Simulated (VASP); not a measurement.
# SnTe (F-43m) in VASP: notebook

SnTe is run at these levels: PBE0, PBEsol-based global hybrid with 25 % exact exchange, HSE06; tasks: single point.

All numbers are computed with VASP 6.6.1; they aren't measurements. Logs are shortened: lines on timing, memory, paths and dates and some standing lists are left out, and cuts for length are marked.

## 1. The cell of the first run

It takes space group F-43m (No. 216, cubic). Conventional cell: a = 7.167 Å, b = 7.167 Å, c = 7.167 Å, α = 90.00°, β = 90.00°, γ = 90.00°. Te (site symmetry -43m) has 4 Sn at 3.10 Å within 4.1 Å. Within 4.1 Å of Sn (site symmetry -43m) lie 4 Te at 3.10 Å.

## 2. Single point, PBE0

The input, POSCAR:

```
SnTe
1.0
    0.0000000000      3.5837409463      3.5837409463
    3.5837409463      0.0000000000      3.5837409463
    3.5837409463      3.5837409463      0.0000000000
Te Sn
1 1
Direct
    0.2500000000      0.2500000000      0.2500000000
    0.0000000000      0.0000000000      0.0000000000
```

The input, INCAR.step1:

```
PREC     = Accurate       # precision mode
ENCUT    = 520            # plane-wave cutoff, eV
EDIFF    = 1E-5           # SCF threshold, eV
ISMEAR   = -1             # smearing method
SIGMA    = 0.05           # smearing width, eV
LREAL    = F              # projectors in reciprocal space
LASPH    = T              # aspherical terms in the spheres
NELM     = 80             # most SCF steps
ALGO     = Normal         # electronic algorithm
ISIF     = 2              # what is computed and relaxed
LWAVE    = T              # write WAVECAR
GGA      = PE             # functional
NBANDS   = 17             # bands
```

The input, INCAR.step2:

```
PREC     = Accurate       # precision mode
ENCUT    = 520            # plane-wave cutoff, eV
EDIFF    = 1E-7           # SCF threshold, eV
ISMEAR   = -1             # smearing method
SIGMA    = 0.05           # smearing width, eV
LREAL    = F              # projectors in reciprocal space
LASPH    = T              # aspherical terms in the spheres
NELM     = 80             # most SCF steps
ALGO     = Normal         # electronic algorithm
ISIF     = 2              # what is computed and relaxed
LWAVE    = F              # write WAVECAR
LCHARG   = T              # write CHGCAR
GGA      = PE             # functional
LHFCALC  = T              # exact exchange
AEXX     = 0.25           # exact-exchange fraction
PRECFOCK = Normal       
LELF     = T              # ELF
LVHAR    = T            
ISTART   = 1            
NBANDS   = 17             # bands
```

The input, KPOINTS:

```
Automatic mesh
0
Gamma
  4 4 4
```

Potentials or basis: VASP PAW PBE potentials, release 64 (Te, Sn_d).

On the command line:

```console
> cat potpaw_PBE.64/Te/POTCAR potpaw_PBE.64/Sn_d/POTCAR > POTCAR
> cp INCAR.step1 INCAR
> mpirun -np 1 vasp_std > vasp.out
> cp INCAR.step2 INCAR
> mpirun -np 1 vasp_std > vasp.out
```

OUTCAR:

```text
PREC = Accurate
   ENCUT = 520
   EDIFF = 1E-7
   ISMEAR = -1
   LREAL = F
   LASPH = T
   NELM = 80
   ISIF = 2
   GGA = PE
   LHFCALC = T
   AEXX = 0.25
   PRECFOCK = Normal
   ISTART = 1

 ion  position               nearest neighbor table
   1  0.250  0.250  0.250-   2 3.10   2 3.10   2 3.10   2 3.10
   2  0.000  0.000  0.000-   1 3.10   1 3.10   1 3.10   1 3.10

  LATTYP: Found a face centered cubic cell.
 ALAT       =     7.1674818926

  Lattice vectors:

 A1 = (   0.0000000000,   3.5837409463,   3.5837409463)
 A2 = (   3.5837409463,   0.0000000000,   3.5837409463)
 A3 = (   3.5837409463,   3.5837409463,   0.0000000000)

Analysis of symmetry for initial positions (statically):
=====================================================================
 Subroutine PRICEL returns:
 Original cell was already a primitive cell.

 Routine SETGRP: Setting up the symmetry group for a
 face centered cubic supercell.

 Subroutine GETGRP returns: Found 24 space group operations
 (whereof 24 operations were pure point group operations)
 out of a pool of 48 trial point group operations.

The static configuration has the point symmetry T_d .

Analysis of symmetry for dynamics (positions and initial velocities):
=====================================================================
 Subroutine PRICEL returns:
 Original cell was already a primitive cell.

 Routine SETGRP: Setting up the symmetry group for a
 face centered cubic supercell.

 Subroutine GETGRP returns: Found 24 space group operations
 (whereof 24 operations were pure point group operations)
 out of a pool of 48 trial point group operations.

The dynamic configuration has the point symmetry T_d .

 Subroutine INISYM returns: Found 24 space group operations
 (whereof 24 operations are pure point group operations),
 and found     1 'primitive' translations

----------------------------------------------------------------------------------------

                                     Primitive cell

  volume of cell :      92.0534

  direct lattice vectors                    reciprocal lattice vectors
     0.000000000  3.583740946  3.583740946    -0.139519013  0.139519013  0.139519013
     3.583740946  0.000000000  3.583740946     0.139519013 -0.139519013  0.139519013
     3.583740946  3.583740946  0.000000000     0.139519013  0.139519013 -0.139519013

  length of vectors
     5.068175050  5.068175050  5.068175050     0.241654019  0.241654019  0.241654019

  position of ions in fractional coordinates (direct lattice)
     0.250000000  0.250000000  0.250000000
     0.000000000  0.000000000  0.000000000

  ion indices of the primitive-cell ions
   primitive index   ion index
                 1           1
                 2           2

----------------------------------------------------------------------------------------

 KPOINTS: Automatic mesh

Automatic generation of k-mesh.
 Grid dimensions read from file:
 generate k-points for:    4    4    4

 Generating k-lattice:

  Cartesian coordinates                     Fractional coordinates (reciprocal lattice)
    -0.034879753  0.034879753  0.034879753     0.250000000  0.000000000  0.000000000
     0.034879753 -0.034879753  0.034879753     0.000000000  0.250000000  0.000000000
     0.034879753  0.034879753 -0.034879753     0.000000000  0.000000000  0.250000000

  Length of vectors
     0.060413505  0.060413505  0.060413505

  Shift w.r.t. Gamma in fractional coordinates (k-lattice)
     0.000000000  0.000000000  0.000000000

 Subroutine IBZKPT returns following result:
 ===========================================

 Found      8 irreducible k-points:

 Following reciprocal coordinates:
            Coordinates               Weight
  0.000000  0.000000  0.000000      1.000000
  0.250000  0.000000  0.000000      8.000000
  0.500000  0.000000  0.000000      4.000000
  0.250000  0.250000  0.000000      6.000000
  0.500000  0.250000  0.000000     24.000000
 -0.250000  0.250000  0.000000     12.000000
  0.500000  0.500000  0.000000      3.000000
 -0.250000  0.500000  0.250000      6.000000
   k-points           NKPTS =      8   k-points in BZ     NKDIM =     64   number of bands    NBANDS=     17
   number of dos      NEDOS =    301   number of ions     NIONS =      2
   total plane-waves  NPLWV =  64000
   dimension x,y,z NGX =    40 NGY =   40 NGZ =   40
   dimension x,y,z NGXF=    80 NGYF=   80 NGZF=   80
   ions per type =               1   1
   NGX,Y,Z   is equivalent  to a cutoff of  13.12, 13.12, 13.12 a.u.
   NGXF,Y,Z  is equivalent  to a cutoff of  26.24, 26.24, 26.24 a.u.
 SYSTEM =  unknown system
   PREC   = accura    normal or accurate (medium, high low for compatibility)
   ISTART =      1    job   : 0-new  1-cont  2-samecut
   ICHARG =      0    charge: 1-file 2-atom 10-const
   ISPIN  =      1    spin polarized calculation?
   LNONCOLLINEAR =      F non collinear calculations
   LSORBIT =      F    spin-orbit coupling
   LASPH  =      T    aspherical Exc in radial PAW
   ENCUT  =  520.0 eV  38.22 Ry    6.18 a.u.   9.42  9.42  9.42*2*pi/ulx,y,z
   NELM   =     80;   NELMIN=  2; NELMDL=  0     # of ELM steps
   EDIFF  = 0.1E-06   stopping-criterion for ELM
   LREAL  =      F    real-space projection
   EDIFFG = 0.1E-05   stopping-criterion for IOM
   NSW    =      0    number of steps for IOM
   IBRION =     -1    ionic relax: 0-MD 1-quasi-New 2-CG
   NFREE  =      0    steps in history (QN), initial steepest desc. (CG)
   ISIF   =      2    stress and relaxation
   ISYM   =      3    0-nonsym 1-usesym 2-fastsym
   POTIM  = 0.5000    time-step for ionic-motion
   TEBEG  =    0.0;   TEEND  =   0.0 temperature during run
   PSTRESS=    0.0 pullay stress
   NELECT =      20.0000    total number of electrons
   NUPDOWN=      -1.0000    fix difference up-down
   EMIN   =  10.00;   EMAX   =-10.00  energy-range for DOS
   EFERMI =   0.00;   METHOD = LEGACY
   ISMEAR =    -1;   SIGMA  =   0.05  broadening in eV -4-tet -1-fermi 0-gaus
   EFERMI_NEDOS =   21; number of points for ismear=-14 and -15
   IALGO  =     38    algorithm
   IMIX   =      1    mixing-type and parameters
     AMIX     =   0.40;   BMIX     =  1.00
     AMIX_MAG =   1.60;   BMIX_MAG =  1.00
  volume/ion in A,a.u.               =      46.03       310.60
  Fermi-wavevector in a.u.,A,eV,Ry     =   0.984173  1.859818 13.178562  0.968597
  Thomas-Fermi vector in A             =   2.115386
   LORBIT       =      0    0 simple, 1 ext, 2 COOP (PROOUT), +10 PAW based schemes
   GGA     = PE    functional components
   LHFCALC =     T    Hartree Fock is set to
   PRECFOCK=normal    Normal, Fast or Accurate (Low or Medium for compatibility)
   ENCUT4O =  -1.0   cutoff for four orbital integrals eV
   NKREDX  =     1    reduce k-point grid by
   NKREDY  =     1    reduce k-point grid by
   NKREDZ  =     1    reduce k-point grid by
   AEXX    =    0.2500 exact exchange contribution
   HFSCREEN=    0.0000 screening length (either q_TF or 0.3 A-1)
   HFSCREENC=   0.0000 screening length for correlation (either q_TF or 0.3 A-1)
   ENCUTFOCK=  -1.0 apply spherical cutoff to Coloumb kernel
   IVDW    =     0    specifies the selected vdW correction
   LEPSILON=     F    determine dielectric tensor
   LRPA    =     F    only Hartree local field effects (RPA)
 non-spin polarized calculation
  energy-cutoff  :      520.00
  volume of cell :       92.05
 maximum number of plane-waves:      2493
 NGX is ok and might be reduce to    40
  NGX = 30; NGY = 30; NGZ = 30

 number of electron      20.0000006 magnetization

 Free energy of the ion-electron system (eV)
  ---------------------------------------------------
  ext. energy  EPLUGINS =         0.00000000
  ---------------------------------------------------
  free energy    TOTEN  =        -9.44860405 eV

  energy without entropy =       -9.44858900  energy(sigma->0) =       -9.44859653

 E-fermi :   3.4084     XC(G=0):  -5.9921

 val. band max:        2.9362864307   @ k =  -0.2500   0.5000   0.2500
 cond. band min:       3.8462310063   @ k =   0.5000   0.5000   0.0000
 fundamental gap:      0.9099445756
 Fermi energy:         3.4083715427

 k-point     1 :       0.0000    0.0000    0.0000
  band No.  band energies     occupation
      1     -21.3673      2.00000
      2     -21.3673      2.00000
      3     -21.3673      2.00000
      4     -21.3542      2.00000
      5     -21.3542      2.00000
      6     -10.1217      2.00000
[... 9 lines left out ...]
     16      10.5782      0.00000
     17      11.7309      0.00000

 k-point     2 :       0.2500    0.0000    0.0000
  band No.  band energies     occupation
      1     -21.3676      2.00000
      2     -21.3663      2.00000
      3     -21.3663      2.00000
      4     -21.3543      2.00000
      5     -21.3543      2.00000
      6      -9.8321      2.00000
[... 9 lines left out ...]
     16       9.9351      0.00000
     17      11.2549      0.00000

 k-point     3 :       0.5000    0.0000    0.0000
  band No.  band energies     occupation
      1     -21.3681      2.00000
      2     -21.3655      2.00000
      3     -21.3655      2.00000
      4     -21.3543      2.00000
      5     -21.3543      2.00000
      6      -9.4651      2.00000
[... 9 lines left out ...]
     16      11.1178      0.00000
     17      11.1178      0.00000

 k-point     4 :       0.2500    0.2500    0.0000
  band No.  band energies     occupation
      1     -21.3690      2.00000
      2     -21.3653      2.00000
      3     -21.3653      2.00000
      4     -21.3548      2.00000
      5     -21.3538      2.00000
      6      -9.7283      2.00000
[... 9 lines left out ...]
     16      11.2364      0.00000
     17      13.0647      0.00000

 k-point     5 :       0.5000    0.2500    0.0000
  band No.  band energies     occupation
      1     -21.3693      2.00000
      2     -21.3645      2.00000
      3     -21.3644      2.00000
      4     -21.3549      2.00000
      5     -21.3539      2.00000
      6      -9.3404      2.00000
[... 9 lines left out ...]
     16      11.3722      0.00000
     17      12.2135      0.00000

 k-point     6 :      -0.2500    0.2500    0.0000
  band No.  band energies     occupation
      1     -21.3684      2.00000
      2     -21.3653      2.00000
      3     -21.3650      2.00000
      4     -21.3544      2.00000
      5     -21.3543      2.00000
      6      -9.4779      2.00000
[... 9 lines left out ...]
     16      11.0805      0.00000
     17      12.2973      0.00000

 k-point     7 :       0.5000    0.5000    0.0000
  band No.  band energies     occupation
      1     -21.3707      2.00000
      2     -21.3634      2.00000
      3     -21.3634      2.00000
      4     -21.3555      2.00000
      5     -21.3535      2.00000
      6      -9.1937      2.00000
[... 9 lines left out ...]
     16      12.4262      0.00000
     17      12.4262      0.00000

 k-point     8 :      -0.2500    0.5000    0.2500
  band No.  band energies     occupation
      1     -21.3694      2.00000
      2     -21.3647      2.00000
      3     -21.3635      2.00000
      4     -21.3549      2.00000
      5     -21.3540      2.00000
      6      -9.1895      2.00000
[... 9 lines left out ...]
     16      12.1259      0.00000
     17      12.1360      0.00000

------------------------ aborting loop because EDIFF is reached ----------------------------------------

  FORCE on cell =-STRESS in cart. coord.  units (eV):
  Direction    XX          YY          ZZ          XY          YZ          ZX
  --------------------------------------------------------------------------------------
  -------------------------------------------------------------------------------------
  Total       -0.1225724     -0.1225724     -0.1225724      0.0000000      0.0000000      0.0000000
  in kB       -2.1333572     -2.1333572     -2.1333572      0.0000000      0.0000000      0.0000000
  external PRESSURE =      -2.1333572 kB  Pullay stress =       0.0000000 kB

 VOLUME and BASIS-vectors are now :
 -----------------------------------------------------------------------------
  energy-cutoff  :      520.00
  volume of cell :       92.05
      direct lattice vectors                 reciprocal lattice vectors
     0.000000000  3.583740946  3.583740946    -0.139519013  0.139519013  0.139519013
     3.583740946  0.000000000  3.583740946     0.139519013 -0.139519013  0.139519013
     3.583740946  3.583740946  0.000000000     0.139519013  0.139519013 -0.139519013

 POSITION                                       TOTAL-FORCE (eV/Angst)
 -----------------------------------------------------------------------------------
      1.79187      1.79187      1.79187        -0.000000     -0.000000     -0.000000
      0.00000      0.00000      0.00000         0.000000      0.000000      0.000000
 -----------------------------------------------------------------------------------
    total drift:                                0.000001     -0.000000      0.000000

  FREE ENERGIE OF THE ION-ELECTRON SYSTEM (eV)
  ---------------------------------------------------
  free  energy   TOTEN  =        -9.4486040549 eV

  energy  without entropy=       -9.4485889958  energy(sigma->0) =       -9.44859653
```

It took 22 min on 1 thread of AMD EPYC 7R13 (Zen 3), shared host; peak memory 0.23 GiB.

Results:

```yaml
Free_energy: -9.4486 eV
Pressure: -0.2 GPa
Band_gap_on_the_k_mesh: 0.91 eV (least direct gap 1.77 eV)
```

Caveat: the PAW data sets were made with another functional, which shifts forces and pressure a little; spin-orbit coupling is left out, which moves the levels of the heavy elements. A k mesh can miss the band edges.

## 3. Single point, PBEsol-based global hybrid with 25 % exact exchange

This run uses another cell than the first one, of 47.09 Å³/atom.

The input, POSCAR:

```
SnTe
1.0
    0.0000000000      3.6111460000      3.6111460000
    3.6111460000      0.0000000000      3.6111460000
    3.6111460000      3.6111460000      0.0000000000
Te Sn
1 1
Direct
    0.2500000000      0.2500000000      0.2500000000
    0.0000000000      0.0000000000      0.0000000000
```

The input, INCAR.step1:

```
SYSTEM = SnTe
PREC = Accurate
ENCUT = 520
EDIFF = 1E-5
ISMEAR = -1
SIGMA = 0.05
LREAL = .False.
LASPH = .True.
NELM = 100
ALGO = Normal
ISIF = 2
LWAVE = .True.
LCHARG = .False.
NBANDS = 17
GGA = PE
```

The input, INCAR.step2:

```
SYSTEM = SnTe
PREC = Accurate
ENCUT = 520
EDIFF = 1E-6
ISMEAR = -1
SIGMA = 0.05
LREAL = .False.
LASPH = .True.
NELM = 100
ALGO = Normal
ISIF = 2
LWAVE = .False.
LCHARG = .False.
GGA = PS
LHFCALC = .True.
AEXX = 0.25
PRECFOCK = Normal
NBANDS = 17
ISTART = 1
```

The input, KPOINTS:

```
regular mesh
0
Gamma
  4 4 4
  0 0 0
```

Potentials or basis: VASP PAW PBE potentials, release 64 (Te, Sn_d).

On the command line:

```console
> cat potpaw_PBE.64/Te/POTCAR potpaw_PBE.64/Sn_d/POTCAR > POTCAR
> cp INCAR.step1 INCAR
> mpirun -np 1 vasp_std > vasp.out
> cp INCAR.step2 INCAR
> mpirun -np 1 vasp_std > vasp.out
```

Run time: 16 min. Hardware: 1 thread of AMD EPYC 7R13 (Zen 3), shared host; peak memory 0.23 GiB.

It converged, with:

| Item | Value |
| --- | --- |
| Free energy | -9.8176 eV |
| Pressure | -1.7 GPa |
| Band gap on the k mesh | 0.93 eV (least direct gap 1.75 eV) |

Levels at points of the mesh, in eV from the valence-band top:
```
           k point  band 6  band 7  band 8  band 9  band 10  band 11  band 12  band 13  band 14  band 15
(0.00, 0.00, 0.00)  -12.91   -5.77   -2.30   -2.30    -2.30     1.97     1.97     1.97     5.00     7.67
(0.50, 0.00, 0.00)  -12.29   -7.93   -2.91   -2.91    -2.34     2.84     2.84     4.57     6.62     7.47
(0.50, 0.50, 0.00)  -12.03   -8.34   -3.65   -3.65    -0.82     0.93     5.17     5.17     6.50     7.52
```

Caveat: the PAW data sets were made with another functional, which shifts forces and pressure a little; spin-orbit coupling is left out, which moves the levels of the heavy elements. A k mesh can miss the band edges.

(Part 1 of 2 ends here.)
